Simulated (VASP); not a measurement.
# AlN (gwk) (F-43m) in VASP: single point with PBE

Aim: the single point of AlN (gwk) with PBE.

Everything below comes from runs of VASP 6.6.1. Logs are shortened: lines on timing, memory, paths and dates and some standing lists are left out, and cuts for length are marked.

### Step 1. The cell of the first run

It takes space group F-43m (No. 216, cubic). The conventional cell has a = 4.378 Å, b = 4.378 Å, c = 4.378 Å, α = 90.00°, β = 90.00°, γ = 90.00°. Al (site symmetry -43m) has 4 N at 1.90 Å within 2.5 Å. N (site symmetry -43m) has 4 Al at 1.90 Å within 2.5 Å.

### Step 2. Single point, PBE

INCAR reads:

```
PREC = Accurate
ENCUT = 600
EDIFF = 1E-6
ISMEAR = 0
SIGMA = 0.01
LREAL = False
LASPH = True
NELM = 120
ALGO = Normal
ISIF = 2
LWAVE = False
LCHARG = False
GGA = PE
NBANDS = 11
GGA_COMPAT = False
```

KPOINTS reads:

```
regular mesh
0
Gamma
  8 8 8
```

POSCAR reads:

```
AlN
1.0
    0.0000000000      2.1888380923      2.1888380923
    2.1888380923      0.0000000000      2.1888380923
    2.1888380923      2.1888380923      0.0000000000
Al N
1 1
Direct
    0.0000000000      0.0000000000      0.0000000000
    0.7500000000      0.7500000000      0.7500000000
```

Potentials or basis: VASP PAW PBE potentials, release 64 (Al, N).

Run with:

```
cat potpaw_PBE.64/Al/POTCAR potpaw_PBE.64/N/POTCAR > POTCAR
mpirun -np 1 vasp_std > vasp.out
```

OUTCAR:

```text
PREC = Accurate
   ENCUT = 600
   EDIFF = 1E-6
   ISMEAR = 0
   LREAL = False
   LASPH = True
   NELM = 120
   ISIF = 2
   GGA = PE

 ion  position               nearest neighbor table
   1  0.000  0.000  0.000-   2 1.90   2 1.90   2 1.90   2 1.90
   2  0.750  0.750  0.750-   1 1.90   1 1.90   1 1.90   1 1.90

  LATTYP: Found a face centered cubic cell.
 ALAT       =     4.3776761846

  Lattice vectors:

 A1 = (   0.0000000000,   2.1888380923,   2.1888380923)
 A2 = (   2.1888380923,   0.0000000000,   2.1888380923)
 A3 = (   2.1888380923,   2.1888380923,   0.0000000000)

Analysis of symmetry for initial positions (statically):
=====================================================================
 Subroutine PRICEL returns:
 Original cell was already a primitive cell.

 Routine SETGRP: Setting up the symmetry group for a
 face centered cubic supercell.

 Subroutine GETGRP returns: Found 24 space group operations
 (whereof 24 operations were pure point group operations)
 out of a pool of 48 trial point group operations.

The static configuration has the point symmetry T_d .

Analysis of symmetry for dynamics (positions and initial velocities):
=====================================================================
 Subroutine PRICEL returns:
 Original cell was already a primitive cell.

 Routine SETGRP: Setting up the symmetry group for a
 face centered cubic supercell.

 Subroutine GETGRP returns: Found 24 space group operations
 (whereof 24 operations were pure point group operations)
 out of a pool of 48 trial point group operations.

The dynamic configuration has the point symmetry T_d .

 Subroutine INISYM returns: Found 24 space group operations
 (whereof 24 operations are pure point group operations),
 and found     1 'primitive' translations

----------------------------------------------------------------------------------------

                                     Primitive cell

  volume of cell :      20.9735

  direct lattice vectors                    reciprocal lattice vectors
     0.000000000  2.188838092  2.188838092    -0.228431697  0.228431697  0.228431697
     2.188838092  0.000000000  2.188838092     0.228431697 -0.228431697  0.228431697
     2.188838092  2.188838092  0.000000000     0.228431697  0.228431697 -0.228431697

  length of vectors
     3.095484516  3.095484516  3.095484516     0.395655305  0.395655305  0.395655305

  position of ions in fractional coordinates (direct lattice)
     0.000000000  0.000000000  0.000000000
     0.750000000  0.750000000  0.750000000

  ion indices of the primitive-cell ions
   primitive index   ion index
                 1           1
                 2           2

----------------------------------------------------------------------------------------

 KPOINTS: regular mesh

Automatic generation of k-mesh.
 Grid dimensions read from file:
 generate k-points for:    8    8    8

 Generating k-lattice:

  Cartesian coordinates                     Fractional coordinates (reciprocal lattice)
    -0.028553962  0.028553962  0.028553962     0.125000000  0.000000000  0.000000000
     0.028553962 -0.028553962  0.028553962     0.000000000  0.125000000  0.000000000
     0.028553962  0.028553962 -0.028553962     0.000000000  0.000000000  0.125000000

  Length of vectors
     0.049456913  0.049456913  0.049456913

  Shift w.r.t. Gamma in fractional coordinates (k-lattice)
     0.000000000  0.000000000  0.000000000

 Subroutine IBZKPT returns following result:
 ===========================================

 Found     29 irreducible k-points:

 Following reciprocal coordinates:
            Coordinates               Weight
  0.000000  0.000000  0.000000      1.000000
  0.125000  0.000000  0.000000      8.000000
  0.250000  0.000000  0.000000      8.000000
  0.375000  0.000000  0.000000      8.000000
  0.500000  0.000000  0.000000      4.000000
  0.125000  0.125000  0.000000      6.000000
[... 16 lines left out ...]
  0.500000  0.250000  0.125000     48.000000
 -0.375000  0.250000  0.125000     24.000000
 [... further k-points ...]
   k-points           NKPTS =     29   k-points in BZ     NKDIM =     29   number of bands    NBANDS=     11
   number of dos      NEDOS =    301   number of ions     NIONS =      2
   total plane-waves  NPLWV =  21952
   dimension x,y,z NGX =    28 NGY =   28 NGZ =   28
   dimension x,y,z NGXF=    56 NGYF=   56 NGZF=   56
   ions per type =               1   1
   NGX,Y,Z   is equivalent  to a cutoff of  15.04, 15.04, 15.04 a.u.
   NGXF,Y,Z  is equivalent  to a cutoff of  30.08, 30.08, 30.08 a.u.
 SYSTEM =  unknown system
   PREC   = accura    normal or accurate (medium, high low for compatibility)
   ISTART =      0    job   : 0-new  1-cont  2-samecut
   ICHARG =      2    charge: 1-file 2-atom 10-const
   ISPIN  =      1    spin polarized calculation?
   LNONCOLLINEAR =      F non collinear calculations
   LSORBIT =      F    spin-orbit coupling
   LASPH  =      T    aspherical Exc in radial PAW
   ENCUT  =  600.0 eV  44.10 Ry    6.64 a.u.   6.18  6.18  6.18*2*pi/ulx,y,z
   NELM   =    120;   NELMIN=  2; NELMDL= -5     # of ELM steps
   EDIFF  = 0.1E-05   stopping-criterion for ELM
   LREAL  =      F    real-space projection
[... 7 lines left out ...]
   TEBEG  =    0.0;   TEEND  =   0.0 temperature during run
   PSTRESS=    0.0 pullay stress
   NELECT =       8.0000    total number of electrons
   NUPDOWN=      -1.0000    fix difference up-down
   EMIN   =  10.00;   EMAX   =-10.00  energy-range for DOS
   EFERMI =   0.00;   METHOD = LEGACY
   ISMEAR =     0;   SIGMA  =   0.01  broadening in eV -4-tet -1-fermi 0-gaus
   EFERMI_NEDOS =   21; number of points for ismear=-14 and -15
   IALGO  =     38    algorithm
   IMIX   =      4    mixing-type and parameters
     AMIX     =   0.40;   BMIX     =  1.00
     AMIX_MAG =   1.60;   BMIX_MAG =  1.00
  volume/ion in A,a.u.               =      10.49        70.77
  Fermi-wavevector in a.u.,A,eV,Ry     =   1.187266  2.243607 19.178764  1.409599
  Thomas-Fermi vector in A             =   2.323421
   LORBIT       =      0    0 simple, 1 ext, 2 COOP (PROOUT), +10 PAW based schemes
   GGA     = PE    functional components
   LHFCALC =     F    Hartree Fock is set to
   AEXX    =    0.0000 exact exchange contribution
   IVDW    =     0    specifies the selected vdW correction
   LEPSILON=     F    determine dielectric tensor
   LRPA    =     F    only Hartree local field effects (RPA)
 non-spin polarized calculation
 Gauss-broadening in eV      SIGMA  =   0.01
  energy-cutoff  :      600.00
  volume of cell :       20.97
 maximum number of plane-waves:       725
 NGX is ok and might be reduce to    28
   NGX = 13   NGY = 13   NGZ = 13

 number of electron       7.9999999 magnetization

 Free energy of the ion-electron system (eV)
  ---------------------------------------------------
  ext. energy  EPLUGINS =         0.00000000
  ---------------------------------------------------
  free energy    TOTEN  =       -14.84531226 eV

  energy without entropy =      -14.84531226  energy(sigma->0) =      -14.84531226

 E-fermi :   5.9529     XC(G=0): -10.9048

 val. band max:        5.9074032260   @ k =   0.0000   0.0000   0.0000
 cond. band min:       9.2217866325   @ k =   0.5000   0.5000   0.0000
 fundamental gap:      3.3143834065
 Fermi energy:         5.9529105721

 k-point     1 :       0.0000    0.0000    0.0000
  band No.  band energies     occupation
      1      -9.0357      2.00000
      2       5.9074      2.00000
      3       5.9074      2.00000
      4       5.9074      2.00000
      5      10.0447      0.00000
      6      18.4020      0.00000
      7      18.4020      0.00000
      8      18.4020      0.00000
      9      23.5427      0.00000
     10      23.5427      0.00000
     11      24.9315      0.00000

 k-point     2 :       0.1250    0.0000    0.0000
  band No.  band energies     occupation
      1      -8.8102      2.00000
      2       4.7288      2.00000
      3       5.8290      2.00000
      4       5.8290      2.00000
      5      10.9886      0.00000
      6      17.8295      0.00000
      7      18.5739      0.00000
      8      18.5739      0.00000
      9      22.0102      0.00000
     10      22.0102      0.00000
     11      23.8861      0.00000

 k-point     3 :       0.2500    0.0000    0.0000
  band No.  band energies     occupation
      1      -8.1922      2.00000
      2       2.6576      2.00000
      3       5.6523      2.00000
      4       5.6523      2.00000
      5      12.3070      0.00000
      6      16.8177      0.00000
      7      18.1798      0.00000
      8      18.1798      0.00000
      9      22.1263      0.00000
     10      22.1263      0.00000
     11      23.0793      0.00000

 k-point     4 :       0.3750    0.0000    0.0000
  band No.  band energies     occupation
      1      -7.4121      2.00000
      2       0.8492      2.00000
      3       5.4912      2.00000
      4       5.4912      2.00000
      5      13.0291      0.00000
      6      16.0349      0.00000
      7      17.3477      0.00000
      8      17.3477      0.00000
      9      23.3595      0.00000
     10      24.1412      0.00000
     11      24.1412      0.00000
[... 239 lines left out ...]
 k-point    22 :       0.3750    0.2500    0.1250
  band No.  band energies     occupation
      1      -7.6957      2.00000
      2       2.3545      2.00000
      3       4.4373      2.00000
      4       5.3070      2.00000
      5      12.6789      0.00000
      6      16.3708      0.00000
      7      16.7117      0.00000
      8      19.1304      0.00000
      9      20.4930      0.00000
     10      24.9563      0.00000
     11      27.4676      0.00000

 k-point    23 :       0.5000    0.2500    0.1250
  band No.  band energies     occupation
      1      -7.0235      2.00000
      2       1.3049      2.00000
      3       3.8470      2.00000
      4       4.9807      2.00000
      5      12.9269      0.00000
      6      15.4899      0.00000
      7      17.3763      0.00000
      8      18.7371      0.00000
      9      21.8769      0.00000
     10      25.4757      0.00000
     11      27.5896      0.00000

 k-point    24 :      -0.3750    0.2500    0.1250
  band No.  band energies     occupation
      1      -6.6903      2.00000
      2       0.7911      2.00000
      3       3.6926      2.00000
      4       4.7952      2.00000
      5      12.9879      0.00000
      6      15.1029      0.00000
      7      18.0129      0.00000
      8      18.5345      0.00000
      9      23.0005      0.00000
     10      24.6059      0.00000
     11      27.8548      0.00000

 [... further k-points ...]
[... 5 lines left out ...]
  --------------------------------------------------------------------------------------
  -------------------------------------------------------------------------------------
  Total        0.4017398      0.4017398      0.4017398     -0.0000000      0.0000000     -0.0000000
  in kB       30.6891292     30.6891292     30.6891292     -0.0000000      0.0000000     -0.0000000
  external PRESSURE =      30.6891292 kB  Pullay stress =       0.0000000 kB

 VOLUME and BASIS-vectors are now :
 -----------------------------------------------------------------------------
  energy-cutoff  :      600.00
  volume of cell :       20.97
      direct lattice vectors                 reciprocal lattice vectors
     0.000000000  2.188838092  2.188838092    -0.228431697  0.228431697  0.228431697
     2.188838092  0.000000000  2.188838092     0.228431697 -0.228431697  0.228431697
     2.188838092  2.188838092  0.000000000     0.228431697  0.228431697 -0.228431697

 POSITION                                       TOTAL-FORCE (eV/Angst)
 -----------------------------------------------------------------------------------
      0.00000      0.00000      0.00000        -0.000000     -0.000000     -0.000000
      3.28326      3.28326      3.28326         0.000000      0.000000      0.000000
 -----------------------------------------------------------------------------------
    total drift:                               -0.000000     -0.000000     -0.000000

  FREE ENERGIE OF THE ION-ELECTRON SYSTEM (eV)
  ---------------------------------------------------
  free  energy   TOTEN  =       -14.8453122609 eV

  energy  without entropy=      -14.8453122609  energy(sigma->0) =      -14.84531226
```

Wall time 6.4 s (1 thread of Intel Xeon Platinum 8375C at 2.90GHz (Ice Lake), shared host); peak memory 0.15 GiB.

Results:

| Property | Result |
| --- | --- |
| Free energy | -14.8453 eV |
| Pressure | 3.1 GPa |
| Band gap on the k mesh | 3.31 eV, indirect (least direct gap 4.14 eV) |

Levels at points of the mesh, in eV from the valence-band top:
| k point | band 2 | band 3 | band 4 | band 5 | band 6 | band 7 |
| --- | --- | --- | --- | --- | --- | --- |
| (0.00, 0.00, 0.00) | 0.00 | 0.00 | 0.00 | 4.14 | 12.49 | 12.49 |
| (0.50, 0.00, 0.00) | -5.83 | -0.48 | -0.48 | 7.32 | 9.82 | 11.10 |
| (0.50, 0.50, 0.00) | -4.88 | -1.77 | -1.77 | 3.31 | 8.57 | 13.87 |

A k mesh can miss the band edges.
